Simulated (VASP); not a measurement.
Sb, 1 atom in the cell. It takes space group Fm-3m (No. 225, cubic). Conventional cell: a = 4.516 Å, b = 4.516 Å, c = 4.516 Å, α = 90.00°, β = 90.00°, γ = 90.00°. Sb (site symmetry m-3m) has 12 Sb at 3.19 Å within 4.2 Å.  This cell differs from its parent crystal: volume scaled by 0.94.

- Program: VASP 6.6.1
- Task: single point
- Functional: PBEsol
- Potentials or basis: VASP PAW PBE potentials, release 64 (Sb)
- Cutoff: 520 eV
- k mesh: 12 × 12 × 12
- Occupations: fermi-dirac, width 0.05 eV
- Spin: no spin polarisation
- Dipole correction: no
- Further INCAR settings: ALGO = Normal; EDIFF = 1e-07; NBANDS = 8

Potentials or basis: VASP PAW PBE potentials, release 64 (Sb).

Launch:

```bash
$ cat potpaw_PBE.64/Sb/POTCAR > POTCAR
$ mpirun -np 1 vasp_std > vasp.out
```

Hardware: 1 thread of Intel Xeon 6975P-C, with other jobs on the host.

How long does it take, and how much memory?

It took 4.8 s on 1 thread of Intel Xeon 6975P-C (shared host), peak memory 0.14 GiB. Counts: scf iterations 10, k points 72.
